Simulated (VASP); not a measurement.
# SiC in VASP: notebook

SiC is run at these levels: PBEsol; tasks: single point.

All numbers are computed with VASP 6.6.1; they aren't measurements. Logs are shortened: lines on timing, memory, paths and dates and some standing lists are left out, and cuts for length are marked.

### 1 The cell of the first run

Symmetry: Imm2, No. 44, orthorhombic system. Conventional cell: a = 3.132 Å, b = 3.132 Å, c = 4.430 Å, α = 90.00°, β = 90.00°, γ = 90.00°. Within 2.5 Å of Si (site symmetry mm2) lie 4 C at 1.88 to 1.96 Å. Within 2.5 Å of C (site symmetry mm2) lie 4 Si at 1.88 to 1.96 Å.

### 2 Single point, PBEsol

INCAR

```
SYSTEM = SiC
  ALGO = Normal
  EDIFF = 1E-6
  ENCUT = 520
  GGA = PS
  ISIF = 2
  ISMEAR = 0
  LASPH = .TRUE.
  LCHARG = .TRUE.
  LELF = .TRUE.
  LREAL = .FALSE.
  LVHAR = .TRUE.
  LWAVE = .FALSE.
  NBANDS = 11
  NELM = 100
  PREC = Accurate
  SIGMA = 0.05
```

KPOINTS

```
k-points
0
G
  10 10 10
  0 0 0
```

POSCAR

```
SiC
1.0
    0.0000000000      2.2147686909      2.2147686909
    2.2147686909      0.0000000000      2.2147686909
    2.2147686909      2.2147686909      0.0000000000
Si C
1 1
Direct
    0.0047117304     -0.0047117304      0.0047117304
    0.7389826870      0.7610173130      0.7389826870
```

Potentials or basis: VASP PAW PBE potentials, release 64 (Si, C).

Started as:

```
$ cat potpaw_PBE.64/Si/POTCAR potpaw_PBE.64/C/POTCAR > POTCAR
$ mpirun -np 1 vasp_std > vasp.out
```

OUTCAR:

```text
SYSTEM = SiC
   EDIFF = 1E-6
   ENCUT = 520
   GGA = PS
   ISIF = 2
   ISMEAR = 0
   LASPH = .TRUE.
   LREAL = .FALSE.
   NELM = 100
   PREC = Accurate

 ion  position               nearest neighbor table
   1  0.005  0.995  0.005-   2 1.88   2 1.88   2 1.96   2 1.96
   2  0.739  0.761  0.739-   1 1.88   1 1.88   1 1.96   1 1.96

  LATTYP: Found a face centered cubic cell.
 ALAT       =     4.4295373818

  Lattice vectors:

 A1 = (   0.0000000000,   2.2147686909,   2.2147686909)
 A2 = (   2.2147686909,   0.0000000000,   2.2147686909)
 A3 = (   2.2147686909,   2.2147686909,   0.0000000000)

Analysis of symmetry for initial positions (statically):
=====================================================================
 Subroutine PRICEL returns:
 Original cell was already a primitive cell.

 Routine SETGRP: Setting up the symmetry group for a
 face centered cubic supercell.

 Subroutine GETGRP returns: Found  4 space group operations
 (whereof  4 operations were pure point group operations)
 out of a pool of 48 trial point group operations.

The static configuration has the point symmetry C_2v.

Analysis of symmetry for dynamics (positions and initial velocities):
=====================================================================
 Subroutine PRICEL returns:
 Original cell was already a primitive cell.

 Routine SETGRP: Setting up the symmetry group for a
 face centered cubic supercell.

 Subroutine GETGRP returns: Found  4 space group operations
 (whereof  4 operations were pure point group operations)
 out of a pool of 48 trial point group operations.

The dynamic configuration has the point symmetry C_2v.

 Subroutine INISYM returns: Found  4 space group operations
 (whereof  4 operations are pure point group operations),
 and found     1 'primitive' translations

----------------------------------------------------------------------------------------

                                     Primitive cell

  volume of cell :      21.7278

  direct lattice vectors                    reciprocal lattice vectors
     0.000000000  2.214768691  2.214768691    -0.225757210  0.225757210  0.225757210
     2.214768691  0.000000000  2.214768691     0.225757210 -0.225757210  0.225757210
     2.214768691  2.214768691  0.000000000     0.225757210  0.225757210 -0.225757210

  length of vectors
     3.132155920  3.132155920  3.132155920     0.391022958  0.391022958  0.391022958

  position of ions in fractional coordinates (direct lattice)
     0.004711730  0.995288270  0.004711730
     0.738982687  0.761017313  0.738982687

  ion indices of the primitive-cell ions
   primitive index   ion index
                 1           1
                 2           2

----------------------------------------------------------------------------------------

 KPOINTS: k-points

Automatic generation of k-mesh.
 Grid dimensions read from file:
 generate k-points for:   10   10   10

 Generating k-lattice:

  Cartesian coordinates                     Fractional coordinates (reciprocal lattice)
    -0.022575721  0.022575721  0.022575721     0.100000000  0.000000000  0.000000000
     0.022575721 -0.022575721  0.022575721     0.000000000  0.100000000  0.000000000
     0.022575721  0.022575721 -0.022575721     0.000000000  0.000000000  0.100000000

  Length of vectors
     0.039102296  0.039102296  0.039102296

  Shift w.r.t. Gamma in fractional coordinates (k-lattice)
     0.000000000  0.000000000  0.000000000

 Subroutine IBZKPT returns following result:
 ===========================================

 Found    171 irreducible k-points:

 Following reciprocal coordinates:
            Coordinates               Weight
  0.000000  0.000000  0.000000      1.000000
  0.100000  0.000000  0.000000      4.000000
  0.000000  0.100000  0.000000      4.000000
  0.200000  0.000000  0.000000      4.000000
  0.000000  0.200000  0.000000      4.000000
  0.300000  0.000000  0.000000      4.000000
[... 16 lines left out ...]
  0.000000  0.400000  0.100000      8.000000
  0.100000  0.000000  0.400000      4.000000
 [... further k-points ...]
   k-points           NKPTS =    171   k-points in BZ     NKDIM =    171   number of bands    NBANDS=     11
   number of dos      NEDOS =    301   number of ions     NIONS =      2
   total plane-waves  NPLWV =  13824
   dimension x,y,z NGX =    24 NGY =   24 NGZ =   24
   dimension x,y,z NGXF=    48 NGYF=   48 NGZF=   48
   ions per type =               1   1
   NGX,Y,Z   is equivalent  to a cutoff of  12.74, 12.74, 12.74 a.u.
   NGXF,Y,Z  is equivalent  to a cutoff of  25.48, 25.48, 25.48 a.u.
 SYSTEM =  SiC
   PREC   = accura    normal or accurate (medium, high low for compatibility)
   ISTART =      0    job   : 0-new  1-cont  2-samecut
   ICHARG =      2    charge: 1-file 2-atom 10-const
   ISPIN  =      1    spin polarized calculation?
   LNONCOLLINEAR =      F non collinear calculations
   LSORBIT =      F    spin-orbit coupling
   LASPH  =      T    aspherical Exc in radial PAW
   ENCUT  =  520.0 eV  38.22 Ry    6.18 a.u.   5.82  5.82  5.82*2*pi/ulx,y,z
   NELM   =    100;   NELMIN=  2; NELMDL= -5     # of ELM steps
   EDIFF  = 0.1E-05   stopping-criterion for ELM
   LREAL  =      F    real-space projection
   EDIFFG = 0.1E-04   stopping-criterion for IOM
   NSW    =      0    number of steps for IOM
   IBRION =     -1    ionic relax: 0-MD 1-quasi-New 2-CG
   NFREE  =      0    steps in history (QN), initial steepest desc. (CG)
   ISIF   =      2    stress and relaxation
   ISYM   =      2    0-nonsym 1-usesym 2-fastsym
   POTIM  = 0.5000    time-step for ionic-motion
   TEBEG  =    0.0;   TEEND  =   0.0 temperature during run
   PSTRESS=    0.0 pullay stress
   NELECT =       8.0000    total number of electrons
   NUPDOWN=      -1.0000    fix difference up-down
   EMIN   =  10.00;   EMAX   =-10.00  energy-range for DOS
   EFERMI =   0.00;   METHOD = LEGACY
   ISMEAR =     0;   SIGMA  =   0.05  broadening in eV -4-tet -1-fermi 0-gaus
   EFERMI_NEDOS =   21; number of points for ismear=-14 and -15
   IALGO  =     38    algorithm
   IMIX   =      4    mixing-type and parameters
     AMIX     =   0.40;   BMIX     =  1.00
     AMIX_MAG =   1.60;   BMIX_MAG =  1.00
  volume/ion in A,a.u.               =      10.86        73.31
  Fermi-wavevector in a.u.,A,eV,Ry     =   1.173365  2.217338 18.732302  1.376785
  Thomas-Fermi vector in A             =   2.309779
   LORBIT       =      0    0 simple, 1 ext, 2 COOP (PROOUT), +10 PAW based schemes
   GGA     = PS    functional components
   LHFCALC =     F    Hartree Fock is set to
   AEXX    =    0.0000 exact exchange contribution
   IVDW    =     0    specifies the selected vdW correction
   LEPSILON=     F    determine dielectric tensor
   LRPA    =     F    only Hartree local field effects (RPA)
 non-spin polarized calculation
 Gauss-broadening in eV      SIGMA  =   0.05
  energy-cutoff  :      520.00
  volume of cell :       21.73
 maximum number of plane-waves:       598
   NGX = 11   NGY = 11   NGZ = 11

 number of electron       8.0000000 magnetization

 Free energy of the ion-electron system (eV)
  ---------------------------------------------------
  ext. energy  EPLUGINS =         0.00000000
  ---------------------------------------------------
  free energy    TOTEN  =       -15.84169116 eV

  energy without entropy =      -15.84169116  energy(sigma->0) =      -15.84169116

 E-fermi :   8.1113     XC(G=0): -11.2958

 val. band max:        7.8255501324   @ k =   0.0000   0.0000   0.0000
 cond. band min:       8.7797583213   @ k =   0.5000   0.5000   0.0000
 fundamental gap:      0.9542081889
 Fermi energy:         8.1112601520

 k-point     1 :       0.0000    0.0000    0.0000
  band No.  band energies     occupation
      1      -7.5314      2.00000
      2       7.1765      2.00000
      3       7.5263      2.00000
      4       7.8256      2.00000
      5      13.1202      0.00000
      6      14.3053      0.00000
      7      14.4247      0.00000
      8      14.5920      0.00000
      9      21.6799      0.00000
     10      21.6839      0.00000
     11      23.0187      0.00000

 k-point     2 :       0.1000    0.0000    0.0000
  band No.  band energies     occupation
      1      -7.3421      2.00000
      2       6.2969      2.00000
      3       7.3006      2.00000
      4       7.6836      2.00000
      5      13.4245      0.00000
      6      14.5413      0.00000
      7      14.5866      0.00000
      8      14.8942      0.00000
      9      20.6744      0.00000
     10      20.7183      0.00000
     11      23.1758      0.00000

 k-point     3 :       0.0000    0.1000    0.0000
  band No.  band energies     occupation
      1      -7.3437      2.00000
      2       6.6506      2.00000
      3       7.0525      2.00000
      4       7.5251      2.00000
      5      13.4556      0.00000
      6      14.4587      0.00000
      7      14.7067      0.00000
      8      14.8278      0.00000
      9      20.8073      0.00000
     10      20.8130      0.00000
     11      23.0464      0.00000

 k-point     4 :       0.2000    0.0000    0.0000
  band No.  band energies     occupation
      1      -6.7819      2.00000
      2       4.2771      2.00000
      3       6.9672      2.00000
      4       7.3629      2.00000
      5      13.2190      0.00000
      6      14.8873      0.00000
      7      15.2326      0.00000
      8      15.7877      0.00000
      9      19.9455      0.00000
     10      20.0225      0.00000
     11      22.3925      0.00000

 k-point     5 :       0.0000    0.2000    0.0000
  band No.  band energies     occupation
      1      -6.7896      2.00000
      2       4.5415      2.00000
      3       6.7653      2.00000
      4       7.2168      2.00000
      5      13.1983      0.00000
      6      14.8124      0.00000
      7      15.2036      0.00000
      8      15.8009      0.00000
      9      20.1487      0.00000
     10      20.2864      0.00000
     11      22.1919      0.00000
[... 211 lines left out ...]
 k-point    21 :       0.3000    0.2000    0.3000
  band No.  band energies     occupation
      1      -6.0689      2.00000
      2       3.0541      2.00000
      3       6.0337      2.00000
      4       6.6726      2.00000
      5      12.9180      0.00000
      6      14.5258      0.00000
      7      15.9846      0.00000
      8      16.1695      0.00000
      9      19.4388      0.00000
     10      22.0283      0.00000
     11      23.0555      0.00000

 k-point    22 :       0.4000    0.1000    0.0000
  band No.  band energies     occupation
      1      -4.9918      2.00000
      2       0.7753      2.00000
      3       6.0088      2.00000
      4       6.3593      2.00000
      5      12.7402      0.00000
      6      14.3029      0.00000
      7      15.6964      0.00000
      8      17.0863      0.00000
      9      20.3970      0.00000
     10      23.2377      0.00000
     11      23.5013      0.00000

 k-point    23 :       0.0000    0.4000    0.1000
  band No.  band energies     occupation
      1      -5.0389      2.00000
      2       1.0255      2.00000
      3       5.8094      2.00000
      4       6.2646      2.00000
      5      12.7285      0.00000
      6      14.3524      0.00000
      7      15.3268      0.00000
      8      17.1231      0.00000
      9      20.6613      0.00000
     10      23.2614      0.00000
     11      23.7079      0.00000

 k-point    24 :       0.1000    0.0000    0.4000
  band No.  band energies     occupation
      1      -4.9966      2.00000
      2       0.8027      2.00000
      3       5.9459      2.00000
      4       6.3759      2.00000
      5      12.8211      0.00000
      6      14.5020      0.00000
      7      15.3313      0.00000
      8      17.0520      0.00000
      9      20.4805      0.00000
     10      23.3735      0.00000
     11      23.5223      0.00000

 [... further k-points ...]

------------------------ aborting loop because EDIFF is reached ----------------------------------------

  FORCE on cell =-STRESS in cart. coord.  units (eV):
  Direction    XX          YY          ZZ          XY          YZ          ZX
  --------------------------------------------------------------------------------------
  -------------------------------------------------------------------------------------
  Total       -1.2141680     -1.3081935     -1.2141680      0.0000000      0.0000000     -0.4253606
  in kB      -89.5311676    -96.4644825    -89.5311676      0.0000000      0.0000000    -31.3655331
  external PRESSURE =     -91.8422725 kB  Pullay stress =       0.0000000 kB

 VOLUME and BASIS-vectors are now :
 -----------------------------------------------------------------------------
  energy-cutoff  :      520.00
  volume of cell :       21.73
      direct lattice vectors                 reciprocal lattice vectors
     0.000000000  2.214768691  2.214768691    -0.225757210  0.225757210  0.225757210
     2.214768691  0.000000000  2.214768691     0.225757210 -0.225757210  0.225757210
     2.214768691  2.214768691  0.000000000     0.225757210  0.225757210 -0.225757210

 POSITION                                       TOTAL-FORCE (eV/Angst)
 -----------------------------------------------------------------------------------
      2.21477      0.02087      2.21477        -0.000000     -1.188777     -0.000000
      3.32215      3.27335      3.32215         0.000000      1.188777      0.000000
 -----------------------------------------------------------------------------------
    total drift:                               -0.000000      0.000088     -0.000000

  FREE ENERGIE OF THE ION-ELECTRON SYSTEM (eV)
  ---------------------------------------------------
  free  energy   TOTEN  =       -15.8416911566 eV

  energy  without entropy=      -15.8416911566  energy(sigma->0) =      -15.84169116
```

Wall time 16 s (1 thread of Intel Xeon Platinum 8488C (Sapphire Rapids), shared host); peak memory 0.16 GiB.

Results:

| Property | Result |
| --- | --- |
| Free energy | -15.8417 eV |
| Pressure | -9.2 GPa |
| Largest force | 1.189 eV/Å |
| Band gap on the k mesh | 0.95 eV, indirect (least direct gap 4.22 eV) |

Forces in eV/Å, atoms in the order of the input:
```
Si   0.000 -1.189  0.000
C    0.000  1.189  0.000
```

Stress tensor (GPa, compression positive):
```
-8.95  0.00 -3.14
 0.00 -9.65  0.00
-3.14  0.00 -8.95
```

Caveat: the PAW data sets were made with another functional, which shifts forces and pressure a little. A k mesh can miss the band edges.

(Continued in part 2 of 2.)
